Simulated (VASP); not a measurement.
# YN in VASP: notebook

YN is run at these levels: PBE; tasks: single point.

All numbers are computed with VASP 6.6.1; they aren't measurements. Logs are shortened: lines on timing, memory, paths and dates and some standing lists are left out, and cuts for length are marked.

## Step 1: The cell of the first run

It takes space group I4/mmm (No. 139, tetragonal). Conventional cell: a = 3.470 Å, b = 3.470 Å, c = 5.005 Å, α = 90.00°, β = 90.00°, γ = 90.00°. Y (site symmetry 4/mmm) has 6 N at 2.45 to 2.50 Å within 3.2 Å. N (site symmetry 4/mmm) has 6 Y at 2.45 to 2.50 Å within 3.2 Å.

## Step 2: Single point, PBE

The input, INCAR:

```
PREC     = Accurate       # precision mode
ENCUT    = 600            # plane-wave cutoff, eV
EDIFF    = 1E-6           # SCF threshold, eV
ISMEAR   = 0              # smearing method
SIGMA    = 0.05           # smearing width, eV
LREAL    = F              # projectors in reciprocal space
LASPH    = T              # aspherical terms in the spheres
NELM     = 120            # most SCF steps
ALGO     = Normal         # electronic algorithm
ISIF     = 2              # what is computed and relaxed
LWAVE    = F              # write WAVECAR
LCHARG   = T              # write CHGCAR
GGA      = PE             # functional
LELF     = T              # ELF
LVHAR    = T            
NBANDS   = 15             # bands
GGA_COMPAT= F
```

The input, KPOINTS:

```
Automatic mesh
0
Gamma
  12 12 12
```

The input, POSCAR:

```
YN
1.0
    0.0000000000      2.4534130892      2.4534130892
    2.5024813510      0.0000000000      2.4534130892
    2.5024813510      2.4534130892      0.0000000000
Y N
1 1
Direct
    0.5000000000      0.5000000000      0.5000000000
    0.0000000000      0.0000000000      0.0000000000
```

Potentials or basis: VASP PAW PBE potentials, release 64 (Y_sv, N).

Run with:

```console
cat potpaw_PBE.64/Y_sv/POTCAR potpaw_PBE.64/N/POTCAR > POTCAR
mpirun -np 1 vasp_std > vasp.out
```

OUTCAR:

```text
PREC = Accurate
   ENCUT = 600
   EDIFF = 1E-6
   ISMEAR = 0
   LREAL = F
   LASPH = T
   NELM = 120
   ISIF = 2
   GGA = PE

 ion  position               nearest neighbor table
   1  0.500  0.500  0.500-   2 2.45   2 2.45   2 2.45   2 2.45   2 2.50   2 2.50
   2  0.000  0.000  0.000-   1 2.45   1 2.45   1 2.45   1 2.45   1 2.50   1 2.50

  LATTYP: Found a body centered tetragonal cell.
 ALAT       =     3.4696500649
 C/A-ratio  =     1.4424978336

  Lattice vectors:

 A1 = (   2.5024813510,   0.0000000000,   2.4534130892)
 A2 = (   2.5024813510,   0.0000000000,  -2.4534130892)
 A3 = (  -2.5024813510,   2.4534130892,   0.0000000000)

Analysis of symmetry for initial positions (statically):
=====================================================================
 Subroutine PRICEL returns:
 Original cell was already a primitive cell.

 Routine SETGRP: Setting up the symmetry group for a
 body centered tetragonal supercell.

 Subroutine GETGRP returns: Found 16 space group operations
 (whereof 16 operations were pure point group operations)
 out of a pool of 16 trial point group operations.

The static configuration has the point symmetry D_4h.

Analysis of symmetry for dynamics (positions and initial velocities):
=====================================================================
 Subroutine PRICEL returns:
 Original cell was already a primitive cell.

 Routine SETGRP: Setting up the symmetry group for a
 body centered tetragonal supercell.

 Subroutine GETGRP returns: Found 16 space group operations
 (whereof 16 operations were pure point group operations)
 out of a pool of 16 trial point group operations.

The dynamic configuration has the point symmetry D_4h.

 Subroutine INISYM returns: Found 16 space group operations
 (whereof 16 operations are pure point group operations),
 and found     1 'primitive' translations

----------------------------------------------------------------------------------------

                                     Primitive cell

  volume of cell :      30.1261

  direct lattice vectors                    reciprocal lattice vectors
     0.000000000  2.453413089  2.453413089    -0.199801689  0.203797723  0.203797723
     2.502481351  0.000000000  2.453413089     0.199801689 -0.203797723  0.203797723
     2.502481351  2.453413089  0.000000000     0.199801689  0.203797723 -0.203797723

  length of vectors
     3.469650065  3.504518326  3.504518326     0.350696077  0.350696077  0.350696077

[... 90 lines left out ...]
   PSTRESS=    0.0 pullay stress
   NELECT =      16.0000    total number of electrons
   NUPDOWN=      -1.0000    fix difference up-down
   EMIN   =  10.00;   EMAX   =-10.00  energy-range for DOS
   EFERMI =   0.00;   METHOD = LEGACY
   ISMEAR =     0;   SIGMA  =   0.05  broadening in eV -4-tet -1-fermi 0-gaus
   EFERMI_NEDOS =   21; number of points for ismear=-14 and -15
   IALGO  =     38    algorithm
   IMIX   =      4    mixing-type and parameters
     AMIX     =   0.40;   BMIX     =  1.00
     AMIX_MAG =   1.60;   BMIX_MAG =  1.00
  volume/ion in A,a.u.               =      15.06       101.65
  Fermi-wavevector in a.u.,A,eV,Ry     =   1.325768  2.505338 23.914415  1.757660
  Thomas-Fermi vector in A             =   2.455204
   LORBIT       =      0    0 simple, 1 ext, 2 COOP (PROOUT), +10 PAW based schemes
   GGA     = PE    functional components
   LHFCALC =     F    Hartree Fock is set to
   AEXX    =    0.0000 exact exchange contribution
   IVDW    =     0    specifies the selected vdW correction
   LEPSILON=     F    determine dielectric tensor
   LRPA    =     F    only Hartree local field effects (RPA)
 non-spin polarized calculation
 Gauss-broadening in eV      SIGMA  =   0.05
  energy-cutoff  :      600.00
  volume of cell :       30.13
 maximum number of plane-waves:      1018
   NGX = 13   NGY = 13   NGZ = 13

 number of electron      16.0000000 magnetization

 Free energy of the ion-electron system (eV)
  ---------------------------------------------------
  ext. energy  EPLUGINS =         0.00000000
  ---------------------------------------------------
  free energy    TOTEN  =       -18.21945196 eV

  energy without entropy =      -18.21945074  energy(sigma->0) =      -18.21945135

 E-fermi :   4.0948     XC(G=0): -11.0981

 val. band max:        3.9950375925   @ k =   0.0000   0.0000   0.0000
 cond. band min:       4.1945332569   @ k =   0.5000   0.5000   0.0000
 fundamental gap:      0.1994956644
 Fermi energy:         4.0947753713

 k-point     1 :       0.0000    0.0000    0.0000
  band No.  band energies     occupation
      1     -36.9929      2.00000
      2     -16.6742      2.00000
      3     -16.6535      2.00000
      4     -16.6535      2.00000
      5      -8.8663      2.00000
      6       3.9196      2.00000
      7       3.9950      1.99521
      8       3.9950      1.99521
      9       6.9530      0.00000
     10       7.1216      0.00000
     11       7.1216      0.00000
     12       7.7748      0.00000
     13       8.9230      0.00000
     14       9.0877      0.00000
[... 401 lines left out ...]
      2     -17.5500      2.00000
      3     -16.8960      2.00000
      4     -16.7802      2.00000
      5      -7.4864      2.00000
      6       0.5092      2.00000
      7       1.9918      2.00000
      8       2.1028      2.00000
      9       8.7044      0.00000
     10       9.1636      0.00000
     11      10.0399      0.00000
     12      11.8410      0.00000
     13      13.5682      0.00000
     14      13.9774      0.00000
     15      16.4090      0.00000

 [... further k-points ...]

------------------------ aborting loop because EDIFF is reached ----------------------------------------

  FORCE on cell =-STRESS in cart. coord.  units (eV):
  Direction    XX          YY          ZZ          XY          YZ          ZX
  --------------------------------------------------------------------------------------
  -------------------------------------------------------------------------------------
  Total       -1.0962539     -0.3556021     -0.3556021      0.0000000      0.0000000     -0.0000000
  in kB      -58.3014749    -18.9117914    -18.9117914      0.0000000      0.0000000     -0.0000000
  external PRESSURE =     -32.0416859 kB  Pullay stress =       0.0000000 kB

 VOLUME and BASIS-vectors are now :
 -----------------------------------------------------------------------------
  energy-cutoff  :      600.00
  volume of cell :       30.13
      direct lattice vectors                 reciprocal lattice vectors
     0.000000000  2.453413089  2.453413089    -0.199801689  0.203797723  0.203797723
     2.502481351  0.000000000  2.453413089     0.199801689 -0.203797723  0.203797723
     2.502481351  2.453413089  0.000000000     0.199801689  0.203797723 -0.203797723

 POSITION                                       TOTAL-FORCE (eV/Angst)
 -----------------------------------------------------------------------------------
      2.50248      2.45341      2.45341         0.000000     -0.000000      0.000000
      0.00000      0.00000      0.00000        -0.000000      0.000000      0.000000
 -----------------------------------------------------------------------------------
    total drift:                                0.000000      0.000000      0.000000

  FREE ENERGIE OF THE ION-ELECTRON SYSTEM (eV)
  ---------------------------------------------------
  free  energy   TOTEN  =       -18.2194519590 eV

  energy  without entropy=      -18.2194507370  energy(sigma->0) =      -18.21945135
```

OSZICAR:

```text
N       E                     dE             d eps       ncg     rms          rms(c)
DAV:   1     0.555728956416E+02    0.55573E+02   -0.87563E+03  4890   0.118E+03
DAV:   2    -0.178790152995E+02   -0.73452E+02   -0.66616E+02  6489   0.247E+02
DAV:   3    -0.218220085254E+02   -0.39430E+01   -0.39117E+01  7217   0.485E+01
DAV:   4    -0.219335649360E+02   -0.11156E+00   -0.11149E+00  5532   0.653E+00
DAV:   5    -0.219348689560E+02   -0.13040E-02   -0.13040E-02  6238   0.681E-01    0.292E+01
DAV:   6    -0.185072283441E+02    0.34276E+01   -0.90269E+00  5632   0.252E+01    0.315E+01
DAV:   7    -0.182521358395E+02    0.25509E+00   -0.59301E-01  6102   0.677E+00    0.229E+01
DAV:   8    -0.182525264101E+02   -0.39057E-03   -0.30409E-01  7154   0.495E+00    0.109E+01
DAV:   9    -0.182188841268E+02    0.33642E-01   -0.52079E-02  6529   0.229E+00    0.183E+00
DAV:  10    -0.182194257297E+02   -0.54160E-03   -0.48675E-03  5451   0.631E-01    0.465E-01
DAV:  11    -0.182194623178E+02   -0.36588E-04   -0.29002E-04  6454   0.155E-01    0.308E-01
DAV:  12    -0.182194511992E+02    0.11119E-04   -0.24365E-05  6321   0.456E-02    0.791E-02
DAV:  13    -0.182194519590E+02   -0.75983E-06   -0.21753E-06  5373   0.149E-02
   1 F= -.18219452E+02 E0= -.18219451E+02  d E =-.122202E-05
```

stdout:

```text
POSCAR found type information on POSCAR Y N
 POSCAR found :  2 types and       2 ions
 scaLAPACK will be used
 LDA part: xc-table for (Slater+PW92), standard interpolation
 POSCAR, INCAR and KPOINTS ok, starting setup
 FFT: planning ... GRIDC
 FFT: planning ... GRID_SOFT
 FFT: planning ... GRID
 WAVECAR not read
 entering main loop
```

Run time: 35 s. Hardware: 1 thread of Intel Xeon 6975P-C (Granite Rapids), shared host; peak memory 0.25 GiB.

What came out:

- Free energy: -18.2195 eV
- Pressure: -3.2 GPa
- Band gap on the k mesh: 0.20 eV (least direct gap 0.62 eV)

Stress tensor (GPa, compression positive):
```
-5.83  0.00  0.00
 0.00 -1.89  0.00
 0.00  0.00 -1.89
```

Caveat: the cell stands under tension.

## Step 3: Single point, PBE

This run uses another cell than the first one, of 14.77 Å³/atom.

The input, INCAR:

```
PREC = Accurate ; ENCUT = 600
EDIFF = 1E-6 ; ISMEAR = 0
SIGMA = 0.05 ; LREAL = False
LASPH = True ; NELM = 120
ALGO = Normal ; ISIF = 2
LWAVE = False ; LCHARG = False
GGA = PE ; NBANDS = 15
GGA_COMPAT = False
```

KPOINTS is that of step 2.

The input, POSCAR:

```
YN
1.0
    0.0245341309      2.4534130892      2.4534130892
    2.4779472201      0.0000000000      2.4779472201
    2.4534130892      2.4534130892      0.0245341309
Y N
1 1
Direct
    0.5000000000      0.5000000000      0.5000000000
    0.0000000000      0.0000000000      0.0000000000
```

Potentials or basis: VASP PAW PBE potentials, release 64 (Y_sv, N).

Run with:

```console
cat potpaw_PBE.64/Y_sv/POTCAR potpaw_PBE.64/N/POTCAR > POTCAR
mpirun -np 1 vasp_std > vasp.out
```

OUTCAR:

```text
PREC = Accurate
   ENCUT = 600
   EDIFF = 1E-6
   ISMEAR = 0
   LREAL = False
   LASPH = True
   NELM = 120
   ISIF = 2
   GGA = PE

 ion  position               nearest neighbor table
   1  0.500  0.500  0.500-   2 2.45   2 2.45   2 2.45   2 2.45   2 2.45   2 2.45
   2  0.000  0.000  0.000-   1 2.45   1 2.45   1 2.45   1 2.45   1 2.45   1 2.45

  LATTYP: Found a body centered orthorhombic cell.
 ALAT       =     3.4349535642
 B/A-ratio  =     1.0202020202
 C/A-ratio  =     1.4284985479

  Lattice vectors:

 A1 = (   0.0245341309,  -2.4534130892,   2.4534130892)
 A2 = (  -0.0245341309,  -2.4534130892,  -2.4534130892)
 A3 = (   2.4534130892,   2.4534130892,   0.0245341309)

Analysis of symmetry for initial positions (statically):
=====================================================================
 Subroutine PRICEL returns:
 Original cell was already a primitive cell.

 Routine SETGRP: Setting up the symmetry group for a
 body centered orthorhombic supercell.

 Subroutine GETGRP returns: Found  8 space group operations
 (whereof  8 operations were pure point group operations)
 out of a pool of  8 trial point group operations.

The static configuration has the point symmetry D_2h.

Analysis of symmetry for dynamics (positions and initial velocities):
=====================================================================
 Subroutine PRICEL returns:
 Original cell was already a primitive cell.

 Routine SETGRP: Setting up the symmetry group for a
 body centered orthorhombic supercell.

 Subroutine GETGRP returns: Found  8 space group operations
 (whereof  8 operations were pure point group operations)
 out of a pool of  8 trial point group operations.

The dynamic configuration has the point symmetry D_2h.

 Subroutine INISYM returns: Found  8 space group operations
 (whereof  8 operations are pure point group operations),
 and found     1 'primitive' translations

[... 120 lines left out ...]
   LHFCALC =     F    Hartree Fock is set to
   AEXX    =    0.0000 exact exchange contribution
   IVDW    =     0    specifies the selected vdW correction
   LEPSILON=     F    determine dielectric tensor
   LRPA    =     F    only Hartree local field effects (RPA)
 non-spin polarized calculation
 Gauss-broadening in eV      SIGMA  =   0.05
  energy-cutoff  :      600.00
  volume of cell :       29.53
 maximum number of plane-waves:      1006
   NGX = 13   NGY = 13   NGZ = 13

 number of electron      16.0000001 magnetization

 Free energy of the ion-electron system (eV)
  ---------------------------------------------------
  ext. energy  EPLUGINS =         0.00000000
  ---------------------------------------------------
  free energy    TOTEN  =       -18.22616384 eV

  energy without entropy =      -18.22615980  energy(sigma->0) =      -18.22616182

 E-fermi :   4.2063     XC(G=0): -11.1945

 val. band max:        4.1323342654   @ k =   0.0000   0.0000   0.0000
 cond. band min:       4.2938975849   @ k =   0.5000   0.0000   0.5000
 fundamental gap:      0.1615633195
 Fermi energy:         4.2062571997

 k-point     1 :       0.0000    0.0000    0.0000
  band No.  band energies     occupation
      1     -36.7916      2.00000
      2     -16.4479      2.00000
      3     -16.4435      2.00000
      4     -16.4381      2.00000
      5      -8.7990      2.00000
      6       4.0465      1.99999
      7       4.0869      1.99926
      8       4.1323      1.96346
      9       7.0890      0.00000
     10       7.1889      0.00000
     11       7.3376      0.00000
     12       8.1596      0.00000
     13       9.1677      0.00000
     14       9.1690      0.00000
[... 401 lines left out ...]
      2     -17.1150      2.00000
      3     -16.5866      2.00000
      4     -16.5720      2.00000
      5      -7.8360      2.00000
      6       1.2581      2.00000
      7       2.7062      2.00000
      8       3.0381      2.00000
      9       6.3837      0.00000
     10       9.8479      0.00000
     11      10.0341      0.00000
     12      10.4181      0.00000
     13      10.9917      0.00000
     14      13.6940      0.00000
     15      18.5244      0.00000

 [... further k-points ...]

------------------------ aborting loop because EDIFF is reached ----------------------------------------

  FORCE on cell =-STRESS in cart. coord.  units (eV):
  Direction    XX          YY          ZZ          XY          YZ          ZX
  --------------------------------------------------------------------------------------
  -------------------------------------------------------------------------------------
  Total       -0.0564419     -0.0677485     -0.0564419      0.0000000      0.0000000     -0.4577734
  in kB       -3.0620595     -3.6754579     -3.0620595      0.0000000      0.0000000    -24.8349067
  external PRESSURE =      -3.2665256 kB  Pullay stress =       0.0000000 kB

 VOLUME and BASIS-vectors are now :
 -----------------------------------------------------------------------------
  energy-cutoff  :      600.00
  volume of cell :       29.53
      direct lattice vectors                 reciprocal lattice vectors
     0.024534131  2.453413089  2.453413089    -0.205856285  0.203797723  0.205856285
     2.477947220  0.000000000  2.477947220     0.201779923 -0.203797723  0.201779923
     2.453413089  2.453413089  0.024534131     0.205856285  0.203797723 -0.205856285

 POSITION                                       TOTAL-FORCE (eV/Angst)
 -----------------------------------------------------------------------------------
      2.47795      2.45341      2.47795         0.000000     -0.000000      0.000000
      0.00000      0.00000      0.00000        -0.000000      0.000000     -0.000000
 -----------------------------------------------------------------------------------
    total drift:                                0.000000      0.000000      0.000000

  FREE ENERGIE OF THE ION-ELECTRON SYSTEM (eV)
  ---------------------------------------------------
  free  energy   TOTEN  =       -18.2261638403 eV

  energy  without entropy=      -18.2261597974  energy(sigma->0) =      -18.22616182
```

OSZICAR:

```text
N       E                     dE             d eps       ncg     rms          rms(c)
DAV:   1     0.559797677063E+02    0.55980E+02   -0.87096E+03  8408   0.118E+03
DAV:   2    -0.178343726069E+02   -0.73814E+02   -0.67108E+02 11235   0.250E+02
DAV:   3    -0.218127409733E+02   -0.39784E+01   -0.39460E+01 12369   0.488E+01
DAV:   4    -0.219275797873E+02   -0.11484E+00   -0.11478E+00  9486   0.674E+00
DAV:   5    -0.219291358969E+02   -0.15561E-02   -0.15561E-02 10856   0.729E-01    0.303E+01
DAV:   6    -0.184965158323E+02    0.34326E+01   -0.88977E+00  9709   0.254E+01    0.323E+01
DAV:   7    -0.182559760559E+02    0.24054E+00   -0.58144E-01 10642   0.674E+00    0.235E+01
DAV:   8    -0.182553277003E+02    0.64836E-03   -0.28264E-01 12520   0.479E+00    0.108E+01
DAV:   9    -0.182255797756E+02    0.29748E-01   -0.46274E-02 11433   0.217E+00    0.181E+00
DAV:  10    -0.182261392968E+02   -0.55952E-03   -0.44512E-03  9310   0.603E-01    0.448E-01
DAV:  11    -0.182261723901E+02   -0.33093E-04   -0.24747E-04 11116   0.144E-01    0.297E-01
DAV:  12    -0.182261629983E+02    0.93918E-05   -0.19938E-05 10986   0.413E-02    0.816E-02
DAV:  13    -0.182261638403E+02   -0.84204E-06   -0.18895E-06  8895   0.140E-02
   1 F= -.18226164E+02 E0= -.18226162E+02  d E =-.404287E-05
```

Wall time 55 s (1 thread of Intel Xeon 6975P-C (Granite Rapids), shared host); peak memory 0.31 GiB.

Results:

```
Free energy            : -18.2262 eV
Pressure               : -0.3 GPa
Band gap on the k mesh : 0.16 eV (least direct gap 0.55 eV)
```

## Step 4: Single point, PBE, non-collinear spin, zero start, spin-orbit coupling

This run uses another cell than the first one, of 14.77 Å³/atom.

The input, INCAR:

```
PREC = Accurate
ENCUT = 600
EDIFF = 1E-6
ISMEAR = 0
SIGMA = 0.05
LREAL = False
LASPH = True
NELM = 200
ALGO = Normal
ISIF = 2
LWAVE = False
LCHARG = False
MAGMOM = 0 0 0 0 0 0
LORBIT = 11
LSORBIT = True
GGA_COMPAT = False
LORBMOM = True
LMAXMIX = 4
GGA = PE
NBANDS = 28
```

The input, KPOINTS:

```
regular mesh
0
Gamma
  12 12 12
```

The input, POSCAR:

```
YN
1.0
    0.0000000000      2.4534130892      2.4534130892
    2.4534130892      0.0000000000      2.4534130892
    2.4534130892      2.4534130892      0.0000000000
Y N
1 1
Direct
    0.5000000000      0.5000000000      0.5000000000
    0.0000000000      0.0000000000      0.0000000000
```

Run with:

```console
cat potpaw_PBE.64/Y_sv/POTCAR potpaw_PBE.64/N/POTCAR > POTCAR
mpirun -np 1 vasp_ncl > vasp.out
```

Run time: 71 s. Hardware: 1 thread of Intel Xeon 6975P-C (Granite Rapids), shared host; peak memory 0.33 GiB.

It converged, with:

* Free energy: -18.2778 eV
* Pressure: -0.4 GPa
* Net moment: 0.00 μB per cell
* Valence electrons inside the program's atomic spheres: Y 9.86; N 3.64

Moments on the atoms (μB; x, y, z):
```
Y   0.00 0.00 0.00
N   0.00 0.00 0.00
```

## Step 5: Overview

| spin | cell | gap on the mesh (eV) | pressure (GPa) |
| --- | --- | --- | --- |
| off | a = 3.470, b = 3.505, c = 3.505 Å, angles 59.3, 60.3, 60.3°, 2 atoms | 0.20 | -3.2 |
| off | a = 3.470, b = 3.504 Å, angles 59.7, 59.3, 59.7°, 2 atoms | 0.16 | -0.3 |
| non-collinear, zero start, SOC | a = 3.470 Å, angles 60.0°, 2 atoms | - | -0.4 |

Alike in all rows: task single point; level PBE; potentials or basis VASP PAW PBE potentials, release 64 (Y_sv, N); k mesh 12 × 12 × 12; cutoff (eV) 600; smearing gaussian 0.05 eV.

Caveats: the cell stands under tension (at least some runs).

Total energies depend on the potentials used, so only differences within one code and one set of settings carry meaning.
